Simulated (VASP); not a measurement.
# La (P6_3/mmc) in VASP: further runs

The runs below take La through single point, with RPBE.

Program: VASP 6.6.1. These are calculated values, not measurements. Logs are shortened: lines on timing, memory, paths and dates and some standing lists are left out, and cuts for length are marked.

### Step 1. The cell of the first run

It takes space group P6_3/mmc (No. 194, hexagonal). Conventional cell: a = 3.960 Å, b = 3.960 Å, c = 6.344 Å, α = 90.00°, β = 90.00°, γ = 120.00°. La (site symmetry -6m2) has 12 La at 3.91 to 3.96 Å within 5.1 Å.

### Step 2. Single point, RPBE (43.08 Å³/atom)

The input, INCAR:

```
  PREC = Accurate
  ENCUT = 520
  EDIFF = 1E-7
  ISMEAR = -1
  SIGMA = 0.1
  LREAL = False
  LASPH = True
  NELM = 60
  ALGO = Normal
  ISIF = 2
  LWAVE = False
  LCHARG = True
  GGA = RP
  LELF = True
  LVHAR = True
  NBANDS = 18
```

The input, KPOINTS:

```
Automatic mesh
0
Gamma
  11 11 6
```

The input, POSCAR:

```
La
1.0
    3.9601549852      0.0000000000      0.0000000000
   -1.9800774926      3.4295948202      0.0000000000
    0.0000000000      0.0000000000      6.3437555377
La
2
Direct
    0.3333333333      0.6666666667      0.2500000000
    0.6666666667      0.3333333333      0.7500000000
```

Potentials or basis: VASP PAW PBE potentials, release 64 (La).

Command:

```
$ cat potpaw_PBE.64/La/POTCAR > POTCAR
$ mpirun -np 1 vasp_std > vasp.out
```

OUTCAR:

```text
PREC = Accurate
   ENCUT = 520
   EDIFF = 1E-7
   ISMEAR = -1
   LREAL = False
   LASPH = True
   NELM = 60
   ISIF = 2
   GGA = RP

 ion  position               nearest neighbor table
   1  0.333  0.667  0.250-
   2  0.667  0.333  0.750-

  LATTYP: Found a hexagonal cell.
 ALAT       =     3.9601549852
 C/A-ratio  =     1.6018957746

  Lattice vectors:

 A1 = (   3.9601549852,   0.0000000000,   0.0000000000)
 A2 = (  -1.9800774926,   3.4295948202,   0.0000000000)
 A3 = (   0.0000000000,   0.0000000000,   6.3437555377)

Analysis of symmetry for initial positions (statically):
=====================================================================
 Subroutine PRICEL returns:
 Original cell was already a primitive cell.

 Routine SETGRP: Setting up the symmetry group for a
 hexagonal supercell.

 Subroutine GETGRP returns: Found 24 space group operations
 (whereof 12 operations were pure point group operations)
 out of a pool of 24 trial point group operations.

The static configuration has the point symmetry D_3d.
 The point group associated with its full space group is D_6h.

Analysis of symmetry for dynamics (positions and initial velocities):
=====================================================================
 Subroutine PRICEL returns:
 Original cell was already a primitive cell.

 Routine SETGRP: Setting up the symmetry group for a
 hexagonal supercell.

 Subroutine GETGRP returns: Found 24 space group operations
 (whereof 12 operations were pure point group operations)
 out of a pool of 24 trial point group operations.

The dynamic configuration has the point symmetry D_3d.
 The point group associated with its full space group is D_6h.

 Subroutine INISYM returns: Found 24 space group operations
 (whereof 12 operations are pure point group operations),
 and found     1 'primitive' translations

----------------------------------------------------------------------------------------

                                     Primitive cell

  volume of cell :      86.1592

  direct lattice vectors                    reciprocal lattice vectors
[... 79 lines left out ...]
   ISTART =      0    job   : 0-new  1-cont  2-samecut
   ICHARG =      2    charge: 1-file 2-atom 10-const
   ISPIN  =      1    spin polarized calculation?
   LNONCOLLINEAR =      F non collinear calculations
   LSORBIT =      F    spin-orbit coupling
   LASPH  =      T    aspherical Exc in radial PAW
   ENCUT  =  520.0 eV  38.22 Ry    6.18 a.u.   7.36  7.36 11.80*2*pi/ulx,y,z
   NELM   =     60;   NELMIN=  2; NELMDL= -5     # of ELM steps
   EDIFF  = 0.1E-06   stopping-criterion for ELM
   LREAL  =      F    real-space projection
   EDIFFG = 0.1E-05   stopping-criterion for IOM
   NSW    =      0    number of steps for IOM
   IBRION =     -1    ionic relax: 0-MD 1-quasi-New 2-CG
   NFREE  =      0    steps in history (QN), initial steepest desc. (CG)
   ISIF   =      2    stress and relaxation
   ISYM   =      2    0-nonsym 1-usesym 2-fastsym
   POTIM  = 0.5000    time-step for ionic-motion
   TEBEG  =    0.0;   TEEND  =   0.0 temperature during run
   PSTRESS=    0.0 pullay stress
   NELECT =      22.0000    total number of electrons
   NUPDOWN=      -1.0000    fix difference up-down
   EMIN   =  10.00;   EMAX   =-10.00  energy-range for DOS
   EFERMI =   0.00;   METHOD = LEGACY
   ISMEAR =    -1;   SIGMA  =   0.10  broadening in eV -4-tet -1-fermi 0-gaus
   EFERMI_NEDOS =   21; number of points for ismear=-14 and -15
   IALGO  =     38    algorithm
   IMIX   =      4    mixing-type and parameters
     AMIX     =   0.40;   BMIX     =  1.00
     AMIX_MAG =   1.60;   BMIX_MAG =  1.00
  volume/ion in A,a.u.               =      43.08       290.72
  Fermi-wavevector in a.u.,A,eV,Ry     =   1.038601  1.962671 14.676486  1.078691
  Thomas-Fermi vector in A             =   2.173092
   LORBIT       =      0    0 simple, 1 ext, 2 COOP (PROOUT), +10 PAW based schemes
   GGA     = RP    functional components
   LHFCALC =     F    Hartree Fock is set to
   AEXX    =    0.0000 exact exchange contribution
   IVDW    =     0    specifies the selected vdW correction
   LEPSILON=     F    determine dielectric tensor
   LRPA    =     F    only Hartree local field effects (RPA)
 non-spin polarized calculation
  energy-cutoff  :      520.00
  volume of cell :       86.16
 maximum number of plane-waves:      2364
 NGX is ok and might be reduce to    30
   NGX = 15   NGY = 15   NGZ = 23

 number of electron      21.9999998 magnetization

 Free energy of the ion-electron system (eV)
  ---------------------------------------------------
  ext. energy  EPLUGINS =         0.00000000
  ---------------------------------------------------
  free energy    TOTEN  =        -9.07947248 eV

  energy without entropy =       -8.93470723  energy(sigma->0) =       -9.00708986

 E-fermi :   6.6117     XC(G=0):  -8.8891

 val. band max:        6.6063813526   @ k =   0.4545   0.0000   0.3333
 cond. band min:       6.6167623171   @ k =   0.3636   0.2727   0.1667
 fundamental gap:      0.0103809646
 Fermi energy:         6.6117043632

 k-point     1 :       0.0000    0.0000    0.0000
  band No.  band energies     occupation
      1     -26.5089      2.00000
      2     -26.3951      2.00000
      3     -10.6304      2.00000
      4      -9.8788      2.00000
      5      -9.8788      2.00000
      6      -9.7530      2.00000
[... 481 lines left out ...]
      5     -10.1038      2.00000
      6      -9.9605      2.00000
[... 10 lines left out ...]
     17       8.1016      0.00000
     18       8.1338      0.00000

 [... further k-points ...]

------------------------ aborting loop because EDIFF is reached ----------------------------------------

  FORCE on cell =-STRESS in cart. coord.  units (eV):
  Direction    XX          YY          ZZ          XY          YZ          ZX
  --------------------------------------------------------------------------------------
  -------------------------------------------------------------------------------------
  Total       -0.8599410     -0.8599410     -0.9639059      0.0000000      0.0000000      0.0000000
  in kB      -15.9910809    -15.9910809    -17.9243644      0.0000000      0.0000000      0.0000000
  external PRESSURE =     -16.6355088 kB  Pullay stress =       0.0000000 kB

 VOLUME and BASIS-vectors are now :
 -----------------------------------------------------------------------------
  energy-cutoff  :      520.00
  volume of cell :       86.16
      direct lattice vectors                 reciprocal lattice vectors
     3.960154985  0.000000000  0.000000000     0.252515370  0.145789817  0.000000000
    -1.980077493  3.429594820  0.000000000     0.000000000  0.291579633  0.000000000
     0.000000000  0.000000000  6.343755538     0.000000000  0.000000000  0.157635330

 POSITION                                       TOTAL-FORCE (eV/Angst)
 -----------------------------------------------------------------------------------
     -0.00000      2.28640      1.58594         0.000000      0.000000      0.000000
      1.98008      1.14320      4.75782        -0.000000      0.000000      0.000000
 -----------------------------------------------------------------------------------
    total drift:                               -0.000000      0.000000     -0.000000

  FREE ENERGIE OF THE ION-ELECTRON SYSTEM (eV)
  ---------------------------------------------------
  free  energy   TOTEN  =        -9.0794724803 eV

  energy  without entropy=       -8.9347072350  energy(sigma->0) =       -9.00708986
```

It took 88 s on 1 thread of AMD EPYC 9R45 (Zen 5), shared host; peak memory 0.23 GiB.

Results:

```yaml
Free_energy: -9.0795 eV
Pressure: -1.7 GPa
Band_gap_on_the_k_mesh: zero (bands 11 and 12 overlap by 1.27 eV)
```

Caveat: the PAW data sets were made with another functional, which shifts forces and pressure a little; spin-orbit coupling is left out, which moves the levels of the heavy elements.

### Step 3. Single point, RPBE (44.68 Å³/atom)

This run uses another cell than the first one, of 44.68 Å³/atom.

The input, INCAR:

```
PREC = Accurate
ENCUT = 520
EDIFF = 1E-6
ISMEAR = -1
SIGMA = 0.1
LREAL = False
LASPH = True
NELM = 60
ALGO = Normal
ISIF = 2
LWAVE = False
LCHARG = False
GGA = RP
NBANDS = 18
```

KPOINTS is that of step 2.

The input, POSCAR:

```
La
1.0
    4.0084543184      0.0000000000      0.0000000000
   -2.0042271592      3.4714232696      0.0000000000
    0.0000000000      0.0000000000      6.4211260354
La
2
Direct
    0.3333333333      0.6666666667      0.2500000000
    0.6666666667      0.3333333333      0.7500000000
```

Potentials or basis: VASP PAW PBE potentials, release 64 (La).

Command:

```
$ cat potpaw_PBE.64/La/POTCAR > POTCAR
$ mpirun -np 1 vasp_std > vasp.out
```

OUTCAR:

```text
PREC = Accurate
   ENCUT = 520
   EDIFF = 1E-6
   ISMEAR = -1
   LREAL = False
   LASPH = True
   NELM = 60
   ISIF = 2
   GGA = RP

 ion  position               nearest neighbor table
   1  0.333  0.667  0.250-
   2  0.667  0.333  0.750-

  LATTYP: Found a hexagonal cell.
 ALAT       =     4.0084543184
 C/A-ratio  =     1.6018957746

  Lattice vectors:

 A1 = (   4.0084543184,   0.0000000000,   0.0000000000)
 A2 = (  -2.0042271592,   3.4714232696,   0.0000000000)
 A3 = (   0.0000000000,   0.0000000000,   6.4211260354)

Analysis of symmetry for initial positions (statically):
=====================================================================
 Subroutine PRICEL returns:
 Original cell was already a primitive cell.

 Routine SETGRP: Setting up the symmetry group for a
 hexagonal supercell.

 Subroutine GETGRP returns: Found 24 space group operations
 (whereof 12 operations were pure point group operations)
 out of a pool of 24 trial point group operations.
[... 159 lines left out ...]
  ext. energy  EPLUGINS =         0.00000000
  ---------------------------------------------------
  free energy    TOTEN  =        -9.03996022 eV

  energy without entropy =       -8.89007176  energy(sigma->0) =       -8.96501599

 E-fermi :   6.3107     XC(G=0):  -8.7509

 val. band max:        6.3083421376   @ k =   0.2727   0.0909   0.5000
 cond. band min:       6.3115046723   @ k =   0.4545  -0.0000   0.3333
 fundamental gap:      0.0031625346
 Fermi energy:         6.3107488789

 k-point     1 :       0.0000    0.0000    0.0000
  band No.  band energies     occupation
      1     -26.8820      2.00000
      2     -26.7846      2.00000
      3     -10.9447      2.00000
      4     -10.2754      2.00000
      5     -10.2754      2.00000
      6     -10.1626      2.00000
[... 481 lines left out ...]
      5     -10.4744      2.00000
      6     -10.3478      2.00000
[... 10 lines left out ...]
     17       7.7221      0.00000
     18       7.7908      0.00000

 [... further k-points ...]

------------------------ aborting loop because EDIFF is reached ----------------------------------------

  FORCE on cell =-STRESS in cart. coord.  units (eV):
  Direction    XX          YY          ZZ          XY          YZ          ZX
  --------------------------------------------------------------------------------------
  -------------------------------------------------------------------------------------
  Total       -1.2549290     -1.2549290     -1.3872679      0.0000000      0.0000000      0.0000000
  in kB      -22.5026698    -22.5026698    -24.8756939      0.0000000      0.0000000      0.0000000
  external PRESSURE =     -23.2936778 kB  Pullay stress =       0.0000000 kB

 VOLUME and BASIS-vectors are now :
 -----------------------------------------------------------------------------
  energy-cutoff  :      520.00
  volume of cell :       89.35
      direct lattice vectors                 reciprocal lattice vectors
     4.008454318  0.000000000  0.000000000     0.249472720  0.144033142  0.000000000
    -2.004227159  3.471423270  0.000000000     0.000000000  0.288066284  0.000000000
     0.000000000  0.000000000  6.421126035     0.000000000  0.000000000  0.155735925

 POSITION                                       TOTAL-FORCE (eV/Angst)
 -----------------------------------------------------------------------------------
     -0.00000      2.31428      1.60528         0.000000     -0.000000      0.000000
      2.00423      1.15714      4.81584        -0.000000      0.000000      0.000000
 -----------------------------------------------------------------------------------
    total drift:                               -0.000000      0.000000     -0.000000

  FREE ENERGIE OF THE ION-ELECTRON SYSTEM (eV)
  ---------------------------------------------------
  free  energy   TOTEN  =        -9.0399602182 eV

  energy  without entropy=       -8.8900717624  energy(sigma->0) =       -8.96501599
```

stdout:

```text
POSCAR found type information on POSCAR La
 POSCAR found :  1 types and       2 ions
 scaLAPACK will be used
 -----------------------------------------------------------------------------
|                                                                             |
|                                                                             |
|     You enforced a specific xc type in the INCAR file but a different       |
|     I HOPE YOU KNOW WHAT YOU ARE DOING!                                     |
|                                                                             |
 -----------------------------------------------------------------------------

 LDA part: xc-table for (Slater+PW92), standard interpolation
 POSCAR, INCAR and KPOINTS ok, starting setup
 FFT: planning ... GRIDC
 FFT: planning ... GRID_SOFT
 FFT: planning ... GRID
 WAVECAR not read
 entering main loop
```

Wall time 72 s (1 thread of AMD EPYC 9R45 (Zen 5), shared host); peak memory 0.23 GiB.

Results:

```yaml
Free_energy: -9.0400 eV
Pressure: -2.3 GPa
Band_gap_on_the_k_mesh: zero (bands 11 and 12 overlap by 1.21 eV)
```

Levels at points of the mesh, in eV from the Fermi level:
| k point | band 7 | band 8 | band 9 | band 10 | band 11 | band 12 | band 13 | band 14 | band 15 | band 16 |
| --- | --- | --- | --- | --- | --- | --- | --- | --- | --- | --- |
| (0.00, 0.00, 0.00) | -16.47 | -16.44 | -3.19 | -1.52 | 1.01 | 1.20 | 1.20 | 1.25 | 1.26 | 1.32 |
| (0.00, 0.00, 0.50) | -16.53 | -16.53 | -2.00 | -2.00 | 0.50 | 0.50 | 1.25 | 1.25 | 1.25 | 1.26 |

Caveat: the PAW data sets were made with another functional, which shifts forces and pressure a little; spin-orbit coupling is left out, which moves the levels of the heavy elements.

### Step 4. Single point, RPBE

This run uses another cell than the first one, of 39.89 Å³/atom.

The input, INCAR:

```
SYSTEM = La
PREC = Accurate
ENCUT = 520
EDIFF = 1E-7
ISMEAR = -1
SIGMA = 0.1
LREAL = .False.
LASPH = .True.
NELM = 60
ALGO = Normal
ISIF = 2
LWAVE = .False.
LCHARG = .False.
GGA = RP
NBANDS = 18
```

The input, KPOINTS:

```
Automatic mesh
0
Gamma
  15 15 9
  0 0 0
```

The input, POSCAR:

```
La
1.0
    3.8598544743      0.0000000000      0.0000000000
   -1.9299272371      3.3427320297      0.0000000000
    0.0000000000      0.0000000000      6.1830845731
La
2
Direct
    0.3333333333      0.6666666667      0.2500000000
    0.6666666667      0.3333333333      0.7500000000
```

Command:

```
$ cat potpaw_PBE.64/La/POTCAR > POTCAR
$ mpirun -np 1 vasp_std > vasp.out
```

It took 2.6 min on 1 thread of AMD EPYC 9R45 (Zen 5), shared host; peak memory 0.31 GiB.

Results (log left out):

```yaml
Free_energy: -9.1135 eV
Pressure: 0.0 GPa
Band_gap_on_the_k_mesh: zero (bands 11 and 12 overlap by 1.42 eV)
```

Levels at points of the mesh, in eV from the Fermi level:
```csv
k point,band 9,band 10,band 11,band 12,band 13,band 14
"(0.00, 0.00, 0.00)",-3.19,-1.65,1.10,1.28,1.28,1.45
```

Caveat: the PAW data sets were made with another functional, which shifts forces and pressure a little; spin-orbit coupling is left out, which moves the levels of the heavy elements.

### Step 5. The runs side by side

```tsv
cell	k mesh	gap on the mesh (eV)	pressure (GPa)
a = 3.960, b = 3.960, c = 6.344 Å, angles 90.0, 90.0, 120.0°, 2 atoms	11 × 11 × 6	none	-1.7
a = 4.008, b = 4.008, c = 6.421 Å, angles 90.0, 90.0, 120.0°, 2 atoms	11 × 11 × 6	none	-2.3
a = 3.860, b = 3.860, c = 6.183 Å, angles 90.0, 90.0, 120.0°, 2 atoms	15 × 15 × 9	none	0.0
```

Alike in all rows: task single point; level RPBE; potentials or basis VASP PAW PBE potentials, release 64 (La); no spin polarisation; cutoff (eV) 520; smearing fermi-dirac 0.1 eV.

Caveats: the PAW data sets were made with another functional, which shifts forces and pressure a little; spin-orbit coupling is left out, which moves the levels of the heavy elements.

Total energies depend on the potentials used, so only differences within one code and one set of settings carry meaning.
